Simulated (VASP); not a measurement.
Here is a VASP 6.6.1 calculation.

The input POSCAR:

```
AlN
1.0
    0.0000000000      2.2015394246      2.2015394246
    2.2015394246      0.0000000000      2.2015394246
    2.2015394246      2.2015394246      0.0000000000
Al N
1 1
Direct
    0.0000000000      0.0000000000      0.0000000000
    0.2500000000      0.2500000000      0.2500000000
```

INCAR.step1

```
SYSTEM = AlN
ALGO     = Normal         ! electronic algorithm
EDIFF    = 1E-4           ! SCF threshold, eV
ENCUT    = 600            ! plane-wave cutoff, eV
GGA      = PE             ! functional
ISMEAR   = -1             ! smearing method
LASPH    = .TRUE.         ! aspherical terms in the spheres
LCHARG   = .FALSE.        ! write CHGCAR
LREAL    = .FALSE.        ! projectors in reciprocal space
LWAVE    = .TRUE.         ! write WAVECAR
NELM     = 80             ! most SCF steps
PREC     = Accurate       ! precision mode
SIGMA    = 0.02           ! smearing width, eV
```

File INCAR.step2:

```
SYSTEM = AlN
ALGO     = Normal         ! electronic algorithm
EDIFF    = 1E-6           ! SCF threshold, eV
EDIFFG   = -0.005         ! ionic threshold
ENCUT    = 600            ! plane-wave cutoff, eV
IBRION   = 2              ! ionic algorithm
ISIF     = 3              ! what is computed and relaxed
ISMEAR   = -1             ! smearing method
ISTART   = 1            
LASPH    = .TRUE.         ! aspherical terms in the spheres
LCHARG   = .FALSE.        ! write CHGCAR
LMIXTAU  = .TRUE.       
LREAL    = .FALSE.        ! projectors in reciprocal space
LWAVE    = .FALSE.        ! write WAVECAR
METAGGA  = R2SCAN         ! meta-GGA
NELM     = 80             ! most SCF steps
NSW      = 80             ! ionic steps
PREC     = Accurate       ! precision mode
SIGMA    = 0.02           ! smearing width, eV
```

The input KPOINTS:

```
k-points
0
G
  10 10 10
  0 0 0
```

Potentials or basis: VASP PAW PBE potentials, release 64 (Al, N).

Command:

```console
$ cat potpaw_PBE.64/Al/POTCAR potpaw_PBE.64/N/POTCAR > POTCAR
$ cp INCAR.step1 INCAR
$ mpirun -np 1 vasp_std > vasp.out
$ cp INCAR.step2 INCAR
$ mpirun -np 1 vasp_std > vasp.out
```

Task: Predict the relaxed volume.

Result: 10.41 Å³/atom.

Task: Estimate the band gap on the k mesh.

Result: 3.94 eV (least direct gap 4.90 eV).

Task: What does it give for the relaxed cell?

Result: a = 3.088 Å, b = 3.088 Å, c = 3.088 Å, α = 60.00°, β = 60.00°, γ = 60.00°.

Final structure:
```yaml
crystal:
  lattice:
    - [0.00000, 2.18365, 2.18365]
    - [2.18365, 0.00000, 2.18365]
    - [2.18365, 2.18365, 0.00000]
  atoms:
    - { symbol: Al, position: [0.00000, 0.00000, 0.00000] }
    - { symbol: N, position: [0.25000, 0.25000, 0.25000] }
```

Caveat: the structure was generated, so it needn't be the stable form of AlN; the PAW data sets were made with another functional, which shifts forces and pressure a little. A k mesh can miss the band edges.
